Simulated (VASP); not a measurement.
A run of VASP 6.6.1 is set up as follows.

File POSCAR:

```
Ag
1.0
    2.9300000000      0.0000000000      0.0000000000
   -1.4650000000      2.5374544331      0.0000000000
    0.0000000000      0.0000000000      4.7900000000
Ag
2
Direct
    0.6666666667      0.3333333333      0.7500000000
    0.3333333333      0.6666666667      0.2500000000
```

Contents of INCAR.step1:

```
ALGO = Normal
EDIFF = 1E-5
ENCUT = 520
GGA = PE
ISIF = 2
ISMEAR = -1
LASPH = True
LREAL = False
LWAVE = True
NBANDS = 18
NELM = 80
PREC = Accurate
SIGMA = 0.05
```

Contents of INCAR.step2:

```
AEXX = 0.25
ALGO = Normal
EDIFF = 1E-6
ENCUT = 520
GGA = PE
HFSCREEN = 0.3
ISIF = 2
ISMEAR = -1
ISTART = 1
LASPH = True
LCHARG = True
LELF = True
LHFCALC = True
LREAL = False
LVHAR = True
LWAVE = False
NBANDS = 18
NELM = 80
PREC = Accurate
PRECFOCK = Normal
SIGMA = 0.05
```

KPOINTS

```
k-points
0
Gamma
  5 5 3
```

Potentials or basis: VASP PAW PBE potentials, release 64 (Ag).

The run is started by

```sh
$ cat potpaw_PBE.64/Ag/POTCAR > POTCAR
$ cp INCAR.step1 INCAR
$ mpirun -np 1 vasp_std > vasp.out
$ cp INCAR.step2 INCAR
$ mpirun -np 1 vasp_std > vasp.out
```

(1) What does it give for the pressure?

(2) Predict the band gap on the k mesh.

Answers

(1) -0.7 GPa.

(2) zero (bands 11 and 12 overlap by 5.73 eV).

Caveat: the k points lie up to 0.50 Å⁻¹ apart, too coarse for converged energies and pressures of a metal; the PAW data sets were made with another functional, which shifts forces and pressure a little.
